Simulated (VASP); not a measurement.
Write the native input for VASP 6.6.1 that does the following.

```yaml
Task: single point
Functional: r2SCAN
Potentials_or_basis: VASP PAW PBE potentials, release 64 (Li_sv, Cl)
Cutoff: 520 eV
k_mesh: 8 × 8 × 8
Occupations: gaussian, width 0.01 eV
Spin: no spin polarisation
Dipole_correction: no
Further_INCAR_settings: ALGO = Normal; EDIFF = 1e-06; NBANDS = 12
```

The system is LiCl.

```
Li Cl
1.0
     0.00000    2.58133    2.58133
     2.58133    0.00000    2.58133
     2.58133    2.58133    0.00000
Li Cl
1 1
Direct
  0.00000 0.00000 0.00000
  0.50000 0.50000 0.50000
```

This cell differs from its parent crystal: volume changed by +3%.

One way to write it, as run:

POSCAR

```
LiCl
1.0
    0.0000000000      2.5813340353      2.5813340353
    2.5813340353      0.0000000000      2.5813340353
    2.5813340353      2.5813340353      0.0000000000
Li Cl
1 1
Direct
    0.0000000000      0.0000000000      0.0000000000
    0.5000000000      0.5000000000      0.5000000000
```

INCAR.step1

```
SYSTEM = LiCl
PREC = Accurate
ENCUT = 520
ISMEAR = 0
SIGMA = 0.01
LREAL = .FALSE.
LASPH = .TRUE.
NELM = 60
NBANDS = 12
GGA = PE
ALGO = Normal
EDIFF = 1E-4
LWAVE = .TRUE.
LCHARG = .FALSE.
```

INCAR.step2

```
SYSTEM = LiCl
PREC = Accurate
ENCUT = 520
EDIFF = 1E-6
ISMEAR = 0
SIGMA = 0.01
LREAL = .FALSE.
LASPH = .TRUE.
NELM = 60
ALGO = Normal
ISIF = 2
LWAVE = .FALSE.
LCHARG = .FALSE.
METAGGA = R2SCAN
LMIXTAU = .TRUE.
NBANDS = 12
ISTART = 1
```

KPOINTS

```
regular mesh
0
G
  8 8 8
  0 0 0
```

Potentials or basis: VASP PAW PBE potentials, release 64 (Li_sv, Cl).

Command:

```bash
$ cat potpaw_PBE.64/Li_sv/POTCAR potpaw_PBE.64/Cl/POTCAR > POTCAR
$ cp INCAR.step1 INCAR
$ mpirun -np 1 vasp_std > vasp.out
$ cp INCAR.step2 INCAR
$ mpirun -np 1 vasp_std > vasp.out
```

Results of the run:

```
Band gap on the k mesh : 7.18 eV, direct
```

Wall time 69 s on 1 thread of Intel(R) Xeon(R) Platinum 8488C (Sapphire Rapids) (shared host), peak memory 0.16 GiB.
